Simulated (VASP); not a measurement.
# Bi2CS3 (Amm2) in VASP: a series of runs, part 2 of 2

VASP 6.6.1. The steps go on from the part before.

### Step 4. Relaxation of cell and atoms, PBE

This run uses another cell than the first one, of 25.21 Å³/atom, 1.027 times its volume.

INCAR

```
  ALGO = Normal
  EDIFF = 1E-6
  EDIFFG = -0.04
  ENCUT = 600
  GGA = PE
  IBRION = 2
  ISIF = 3
  ISMEAR = 0
  LASPH = T
  LCHARG = F
  LREAL = F
  LWAVE = F
  NELM = 60
  NSW = 90
  PREC = Accurate
  SIGMA = 0.1
```

KPOINTS

```
k-points
0
Gamma
  4 4 4
```

POSCAR

```
Bi2CS3
1.0
    3.9981850100      0.0000000000      0.0000000000
    0.0000000000      4.3494519000      4.3494519000
    0.0000000000     -4.3494519000      4.3494519000
Bi C S
2 1 3
Direct
    0.0000000000      0.0000000000      0.0000000000
    0.5000000000      0.5000000000      0.5000000000
    0.0000000000      0.3050000000      0.3050000000
    0.0000000000      0.6950000000      0.6950000000
    0.5000000000      0.8050000000      0.1950000000
    0.5000000000      0.1950000000      0.8050000000
```

Run with:

```sh
$ cat potpaw_PBE.64/Bi_d/POTCAR potpaw_PBE.64/C/POTCAR potpaw_PBE.64/S/POTCAR > POTCAR
$ mpirun -np 1 vasp_std > vasp.out
```

Wall time 16 min (1 thread of AMD EPYC 9R45 (Zen 5), shared host); peak memory 0.32 GiB.

The run converged. Its results:

```
Free energy                            : -24.3058 eV
Relaxed volume                         : 24.58 Å³/atom
Relaxed cell                           : a = 4.053 Å, b = 6.041 Å, c = 6.041 Å, α = 94.36°, β = 90.00°, γ = 90.00°
Space group after relaxing (to 0.05 Å) : Amm2 (No. 38)
Energy gained by relaxing              : 148.7 meV/atom
Ionic steps                            : 25
Pressure after relaxing                : 0.0 GPa
Largest force after relaxing           : 0.012 eV/Å
Band gap on the k mesh                 : zero (band 26 reaches 4.37 eV, above the bottom of band 27 at 3.71 eV)
```

Forces in eV/Å, atoms in the order of the input:
```
Bi   0.000  0.000 -0.012
Bi   0.000  0.000 -0.001
C    0.000  0.000  0.010
S    0.000  0.000  0.001
S    0.000 -0.006  0.001
S    0.000  0.006  0.001
```

Stress tensor (GPa, compression positive):
```
 0.05  0.00  0.00
 0.00  0.03  0.00
 0.00  0.00 -0.06
```

The path:
| step | energy change (eV) | largest force (eV/Å) | pressure (GPa) | volume (Å³) |
| --- | --- | --- | --- | --- |
| 1 | 0.0000 | 1.9990 | 3.70 | 151.27 |
| 2 | -0.4153 | 0.8792 | -2.64 | 164.17 |
| 3 | -0.4163 | 0.9364 | -2.34 | 163.34 |
| 4 | -0.5949 | 0.7498 | -1.32 | 157.30 |
| 5 | -0.6652 | 0.4557 | 0.04 | 151.10 |
| 6 | -0.7048 | 0.1600 | 0.21 | 150.07 |
| 7 | -0.7074 | 0.1490 | 0.31 | 149.72 |
| 8 | -0.7131 | 0.1489 | -0.09 | 150.95 |
| 9 | -0.7147 | 0.1521 | -0.49 | 152.16 |
| 10 | -0.7184 | 0.1561 | -0.48 | 152.08 |
| 11 | -0.7282 | 0.1809 | -0.35 | 151.83 |
| 12 | -0.7414 | 0.2659 | -0.04 | 151.32 |
| 13 | -0.7353 | 0.4708 | 0.73 | 150.27 |
| 14 | -0.7446 | 0.3363 | 0.22 | 150.95 |
| 15 | -0.7487 | 0.3388 | 0.20 | 150.97 |
| 16 | -0.7609 | 0.3448 | 0.17 | 151.01 |
| 17 | -0.7834 | 0.3490 | 0.09 | 151.10 |
| 18 | -0.8116 | 0.3308 | -0.16 | 151.27 |
| 19 | -0.8408 | 0.2672 | -0.32 | 150.92 |
| 20 | -0.8852 | 0.0796 | -0.68 | 149.78 |
| 21 | -0.8858 | 0.1134 | -0.71 | 149.64 |
| 22 | -0.8904 | 0.0805 | 0.28 | 146.80 |
| 23 | -0.8910 | 0.0870 | 0.04 | 147.48 |
| 24 | -0.8918 | 0.0549 | 0.02 | 147.48 |
| 25 | -0.8923 | 0.0118 | 0.01 | 147.48 |

Final structure:
```xyz
6
Lattice="4.0531 0.0000 0.0000 0.0000 4.4311 4.1060 0.0000 -4.4311 4.1060" Properties=species:S:1:pos:R:3 pbc="T T T"
Bi    0.0000    0.0000    8.1985
Bi    2.0265    0.0000    3.5929
C     0.0000    0.0000    2.3497
S     0.0000    0.0000    5.5266
S     2.0265    2.6216    4.5371
S     2.0265   -2.6216    4.5371
```

Levels at points of the mesh, in eV from the Fermi level:
```tsv
k point	band 22	band 23	band 24	band 25	band 26	band 27	band 28	band 29	band 30	band 31
(0.00, 0.00, 0.00)	-1.56	-1.22	-1.10	-0.85	-0.18	0.45	0.47	2.25	2.81	3.01
(0.50, 0.00, 0.00)	-2.43	-1.60	-1.31	-1.30	-0.37	-0.28	1.03	4.21	4.59	4.85
(0.00, 0.50, 0.00)	-1.79	-1.04	-0.98	-0.58	-0.24	0.06	0.62	2.53	2.73	3.79
(0.50, 0.50, 0.00)	-2.04	-1.11	-0.59	-0.14	0.02	0.64	0.83	2.37	3.61	4.36
(0.00, 0.50, 0.50)	-1.48	-1.21	-1.15	-0.86	-0.57	-0.56	0.30	2.85	3.21	3.94
(0.50, 0.50, 0.50)	-2.20	-1.06	-0.76	-0.67	-0.61	0.18	0.20	2.93	4.00	4.35
```

Caveat: the k points lie up to 0.39 Å⁻¹ apart in the final cell; spin-orbit coupling is left out, which moves the levels of the heavy elements.

### Step 5. Single point, PBE

This run uses another cell than the first one, of the same volume but with other edges.

INCAR

```
PREC     = Accurate       # precision mode
ENCUT    = 520            # plane-wave cutoff, eV
EDIFF    = 1E-7           # SCF threshold, eV
ISMEAR   = 0              # smearing method
SIGMA    = 0.1            # smearing width, eV
LREAL    = False          # projectors in reciprocal space
LASPH    = True           # aspherical terms in the spheres
NELM     = 80             # most SCF steps
ALGO     = Normal         # electronic algorithm
ISIF     = 2              # what is computed and relaxed
LWAVE    = False          # write WAVECAR
LCHARG   = True           # write CHGCAR
GGA      = PE             # functional
LELF     = True           # ELF
LVHAR    = True         
NBANDS   = 35             # bands
```

KPOINTS

```
Automatic mesh
0
Gamma
  10 6 6
```

POSCAR

```
Bi2CS3
1.0
    4.1416172607      0.0000000000      0.0000000000
    0.0000000000      4.4121499290      4.0362025405
    0.0000000000     -4.4121499290      4.0362025405
Bi C S
2 1 3
Direct
    0.0000000000      0.9981672981      0.9981672981
    0.5000000000      0.4369739197      0.4369739197
    0.0000000000      0.2891109939      0.2891109939
    0.0000000000      0.6717673580      0.6717673580
    0.5000000000      0.8509941831      0.2529862472
    0.5000000000      0.2529862472      0.8509941831
```

Run with:

```sh
$ cat potpaw_PBE.64/Bi_d/POTCAR potpaw_PBE.64/C/POTCAR potpaw_PBE.64/S/POTCAR > POTCAR
$ mpirun -np 1 vasp_std > vasp.out
```

It took 3.2 min on 1 thread of AMD EPYC 9R45 (Zen 5), shared host; peak memory 0.45 GiB.

The run converged. Its results:

```
Free energy            : -24.3075 eV
Pressure               : 0.0 GPa
Largest force          : 0.017 eV/Å
Band gap on the k mesh : zero (band 26 reaches 4.40 eV, above the bottom of band 27 at 3.76 eV)
```

Forces in eV/Å, atoms in the order of the input:
```
Bi   0.000  0.000 -0.017
Bi   0.000  0.000  0.010
C    0.000  0.000 -0.003
S    0.000  0.000  0.007
S    0.000 -0.002  0.002
S    0.000  0.002  0.002
```

Levels at points of the mesh, in eV from the Fermi level:
```csv
k point,band 23,band 24,band 25,band 26,band 27,band 28,band 29,band 30
"(0.00, 0.00, 0.00)",-1.33,-1.15,-0.94,-0.19,0.42,0.43,2.09,2.66
"(0.50, 0.00, 0.00)",-1.56,-1.35,-1.21,-0.39,-0.20,1.07,4.25,4.64
"(0.00, 0.50, 0.00)",-1.10,-0.96,-0.65,-0.26,0.02,0.73,2.43,2.60
"(0.50, 0.50, 0.00)",-1.06,-0.53,-0.12,0.03,0.72,1.00,2.45,3.78
"(0.00, 0.50, 0.50)",-1.28,-1.05,-0.96,-0.65,-0.51,0.16,2.76,3.06
"(0.50, 0.50, 0.50)",-1.01,-0.68,-0.67,-0.50,0.19,0.26,2.94,4.02
```

Caveat: spin-orbit coupling is left out, which moves the levels of the heavy elements.

### Step 6. Overview

```csv
task,cell,k mesh,cutoff (eV),gap on the mesh (eV),pressure (GPa),largest force (eV/Å)
single point,"a = 4.033, b = 6.052, c = 6.052 Å, angles 94.4, 90.0, 90.0°, 6 atoms",4 × 4 × 4,520,none,0.1,0.04
single point,"a = 3.998, b = 6.151, c = 6.151 Å, 6 atoms",4 × 4 × 4,520,none,3.7,2.00
relaxation of cell and atoms,"relaxed from a = 3.998, b = 6.151, c = 6.151 Å, 6 atoms",4 × 4 × 4,600,none,0.0,0.01
single point,"a = 4.142, b = 5.980, c = 5.980 Å, angles 95.1, 90.0, 90.0°, 6 atoms",10 × 6 × 6,520,none,0.0,0.02
```

Alike in all rows: level PBE; potentials or basis VASP PAW PBE potentials, release 64 (Bi_d, C, S); no spin polarisation; smearing gaussian 0.1 eV.

Caveats: some runs use coarse meshes; spin-orbit coupling is left out, which moves the levels of the heavy elements; forces of over 1 eV/Å act on the atoms, so gaps and moduli don't describe the material at rest (some runs).

Total energies depend on the potentials used, so only differences within one code and one set of settings carry meaning.
